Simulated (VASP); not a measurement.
A run of VASP 6.6.1 is set up as follows.

The input INCAR:

```
PREC     = Accurate       # precision mode
ENCUT    = 600            # plane-wave cutoff, eV
EDIFF    = 1E-6           # SCF threshold, eV
ISMEAR   = -1             # smearing method
SIGMA    = 0.05           # smearing width, eV
LREAL    = False          # projectors in reciprocal space
LASPH    = True           # aspherical terms in the spheres
NELM     = 80             # most SCF steps
ALGO     = Normal         # electronic algorithm
ISIF     = 3              # what is computed and relaxed
LWAVE    = False          # write WAVECAR
LCHARG   = False          # write CHGCAR
GGA      = CA             # functional
IBRION   = 2              # ionic algorithm
NSW      = 32             # ionic steps
EDIFFG   = -0.005         # ionic threshold
PSTRESS  = 2400.0
```

File KPOINTS:

```
Automatic mesh
0
Gamma
  17 17 16
```

POSCAR

```
Sn
1.0
    2.5046174046      0.0000000000      0.0000000000
   -1.2523087023      2.1690622991      0.0000000000
    0.0000000000      0.0000000000      2.3436473192
Sn
1
Direct
    0.0000000000      0.0000000000      0.0000000000
```

Potentials or basis: VASP PAW LDA potentials, release 64 (Sn_d).

Run with:

```sh
$ cat potpaw_LDA.64/Sn_d/POTCAR > POTCAR
$ mpirun -np 1 vasp_std > vasp.out
```

Q: Predict the space group after relaxing (to 0.1 Å).

A: P6/mmm (No. 191).

Q: Predict the band gap on the k mesh.

A: Zero (bands 7 and 8 overlap by 13.47 eV).

Step by step:
| step | energy change (eV) | largest force (eV/Å) | pressure (GPa) | volume (Å³) |
| --- | --- | --- | --- | --- |
| 1 | 0.0000 | 0.0000 | 242.71 | 12.73 |
| 2 | -0.5717 | 0.0000 | 215.64 | 13.13 |
| 3 | -0.0578 | 0.0000 | 239.96 | 12.77 |
| 4 | -0.0567 | 0.0000 | 240.02 | 12.77 |
| 5 | -0.0560 | 0.0000 | 240.10 | 12.77 |
| 6 | -0.0565 | 0.0000 | 240.08 | 12.77 |
| 7 | -0.0627 | 0.0000 | 239.76 | 12.77 |
| 8 | -0.0576 | 0.0000 | 240.04 | 12.77 |
| 9 | -0.0578 | 0.0000 | 240.02 | 12.77 |

Caveat: the cell is relaxed towards a set pressure, so the run minimises the enthalpy, not the energy; spin-orbit coupling is left out, which moves the levels of the heavy elements.
